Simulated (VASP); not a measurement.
Set up this calculation in VASP 6.6.1, as the native input.

| Property | Result |
| --- | --- |
| Task | single point |
| Functional | PBE |
| Dispersion | D4 |
| Potentials or basis | VASP PAW PBE potentials, release 64 (Ga_d, N) |
| Cutoff | 520 eV |
| k mesh | 12 × 12 × 1 |
| Occupations | gaussian, width 0.03 eV |
| Spin | no spin polarisation |
| Dipole correction | yes |
| Further INCAR settings | ALGO = Normal; EDIFF = 1e-06; NBANDS = 16; NELMDL = -8 |

The structure of GaN lies in POSCAR:

```
GaN
1.0
    3.2009322055      0.0000000000      0.0000000000
   -1.6004661028      2.7720886058      0.0000000000
    0.0000000000      0.0000000000     23.8000000000
Ga N
1 1
Direct
    0.3333333333      0.6666666667      0.2941176471
    0.6666666667      0.3333333333      0.2941176471
```

One way to write it, as run:

INCAR

```
SYSTEM = GaN
  PREC = Accurate
  ENCUT = 520
  EDIFF = 1E-6
  ISMEAR = 0
  SIGMA = 0.03
  LREAL = .False.
  LASPH = .True.
  NELM = 120
  ALGO = Normal
  ISIF = 2
  LWAVE = .False.
  LCHARG = .True.
  LDIPOL = .True.
  IDIPOL = 3
  DIPOL = 0.5 0.5 0.294
  GGA = PE
  IVDW = 13
  LELF = .True.
  LVHAR = .True.
  LVACPOTAV = .True.
  NBANDS = 16
  GGA_COMPAT = .False.
  NELMDL = -8
```

KPOINTS

```
Automatic mesh
0
Gamma
  12 12 1
  0 0 0
```

Potentials or basis: VASP PAW PBE potentials, release 64 (Ga_d, N).

Run with:

```sh
$ cat potpaw_PBE.64/Ga_d/POTCAR potpaw_PBE.64/N/POTCAR > POTCAR
$ mpirun -np 1 vasp_std > vasp.out
```

Results of the run:

```
Band gap on the k mesh     : 2.22 eV (least direct gap 2.50 eV)
Dispersion energy per atom : -0.160 eV
```

Run time: 4.5 min on 1 thread of Intel Xeon 8259CL, on a shared host, peak memory 0.33 GiB.
